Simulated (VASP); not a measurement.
K2S:

```
K S
1.0
     0.00000    3.69550    3.69550
     3.69550    0.00000    3.69550
     3.69550    3.69550    0.00000
K S
2 1
Direct
  0.25000 0.25000 0.25000
  0.75000 0.75000 0.75000
  0.00000 0.00000 0.00000
```

| Property | Result |
| --- | --- |
| Program | VASP 6.6.1 |
| Task | relaxation of cell and atoms |
| Functional | LDA |
| Potentials or basis | VASP PAW LDA potentials, release 64 (K_sv, S) |
| Cutoff | 500 eV |
| k mesh | 6 × 6 × 6 |
| Occupations | gaussian, width 0.01 eV |
| Spin | no spin polarisation |

At the start: pressure -1.6 GPa; volume 33.65 Å³/atom.

Q: How do energy, volume and symmetry change on relaxing?

A: Over 3 steps the energy falls by 13.5 meV/atom and the volume is 31.14 Å³/atom (-7.5 %); space group Fm-3m (No. 225, to 0.1 Å) before and after.

Step by step:
| step | energy change (eV) | largest force (eV/Å) | pressure (GPa) | volume (Å³) |
| --- | --- | --- | --- | --- |
| 1 | 0.0000 | 0.0000 | -1.57 | 100.94 |
| 2 | -0.0340 | 0.0000 | -0.68 | 96.19 |
| 3 | -0.0404 | 0.0000 | -0.03 | 93.41 |

Final structure:
```
CELL_PARAMETERS angstrom
0.00000 3.60123 3.60123
3.60123 0.00000 3.60123
3.60123 3.60123 0.00000
ATOMIC_POSITIONS crystal
K 0.25000 0.25000 0.25000
K 0.75000 0.75000 0.75000
S 0.00000 0.00000 0.00000
```
